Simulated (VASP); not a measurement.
The system is C.

```xyz
8
Lattice="2.5553 0.0000 0.0000 -1.2776 2.2129 0.0000 0.0000 0.0000 8.3455" Properties=species:S:1:pos:R:3 pbc="T T T"
C     1.2776    0.7376    7.0415
C     0.0000    1.4753    2.8688
C     1.2776    0.7376    5.4767
C     0.0000    1.4753    1.3040
C     0.0000    0.0000    7.5631
C     0.0000    0.0000    3.3904
C     0.0000    0.0000    4.9551
C     0.0000    0.0000    0.7824
```

Base run:

* Program: VASP 6.6.1
* Functional: revPBE
* Dispersion: D4
* Potentials or basis: VASP PAW PBE potentials, release 64 (C)
* Cutoff: 520 eV
* k mesh: 12 × 12 × 4
* Occupations: fermi-dirac, width 0.05 eV
* Spin: no spin polarisation

Its results: band gap on the k mesh 4.32 eV, indirect (least direct gap 5.10 eV); pressure -21.1 GPa; largest force 0.305 eV/Å.

After a change of settings the same cell gave: band gap on the k mesh 4.52 eV, indirect (least direct gap 5.32 eV); pressure -19.6 GPa; largest force 0.335 eV/Å. Which change was it?
A. functional from revPBE to PBEsol; dispersion from D4 to none
B. functional from revPBE to r2SCAN; dispersion from D4 to D3(BJ)
C. functional from revPBE to PBE; dispersion from D4 to none

B.

Caveats: the PAW data sets were made with another functional, which shifts forces and pressure a little.
